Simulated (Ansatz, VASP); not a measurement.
## One calculation of AlAs, two programs

Contents of INCAR:

```
SYSTEM = AlAs
  PREC = Accurate
  ENCUT = 500
  EDIFF = 1E-6
  ISMEAR = 0
  SIGMA = 0.02
  LREAL = .FALSE.
  LASPH = .TRUE.
  NELM = 120
  ALGO = Normal
  ISIF = 2
  LWAVE = .FALSE.
  LCHARG = .FALSE.
  GGA = PE
  NBANDS = 11
  GGA_COMPAT = .FALSE.
```

The input KPOINTS:

```
Automatic mesh
0
G
  4 4 4
  0 0 0
```

The input POSCAR:

```
AlAs
1.0
    0.0000000000      2.8304000000      2.8304000000
    2.8304000000      0.0000000000      2.8304000000
    2.8304000000      2.8304000000      0.0000000000
Al As
1 1
Direct
    0.0000000000      0.0000000000      0.0000000000
    0.2500000000      0.2500000000      0.2500000000
```

Input for Ansatz:

```yaml
crystal:
  lattice:
    - [0.0, 2.8304, 2.8304]
    - [2.8304, 0.0, 2.8304]
    - [2.8304, 2.8304, 0.0]
  atoms:
    - { symbol: Al, position: [0.0, 0.0, 0.0] }
    - { symbol: As, position: [0.25, 0.25, 0.25] }
basis:
  ecutwfc: 420
kpoints:
  mp_grid: { grid: [4, 4, 4] }
hamiltonian:
  xc: pbe
scf:
  occupations: { method: gaussian, width: 0.02 }
output:
  forces: true
  stress: true
  eigenvalues: true
```

Alike in both runs: task single point; functional PBE; k mesh 4 × 4 × 4; occupations gaussian, width 0.02 eV; no spin polarisation.

```csv
,VASP,Ansatz
version,VASP 6.6.1,Ansatz 0.2.0
potentials or method,"VASP PAW PBE potentials, release 64 (Al, As), cutoff 500 eV","scalar-relativistic, plane waves, PAW"
valence electrons in the cell,8,18
```

|  | VASP | Ansatz | Ansatz less VASP |
| --- | --- | --- | --- |
| gap on the k mesh at the Fermi level (eV) | 1.41 | 1.42 | +0.010 |
| least direct gap on the mesh (eV) | 2.05 | 2.05 | -0.007 |
| pressure (GPa) | 3.1 | 2.9 | -0.20 |

VASP's potentials hold 8 valence electrons a cell and Ansatz's 18, so a difference there can come from the potentials and not from the codes.

The k mesh is coarse, so the values compare programs but aren't converged.
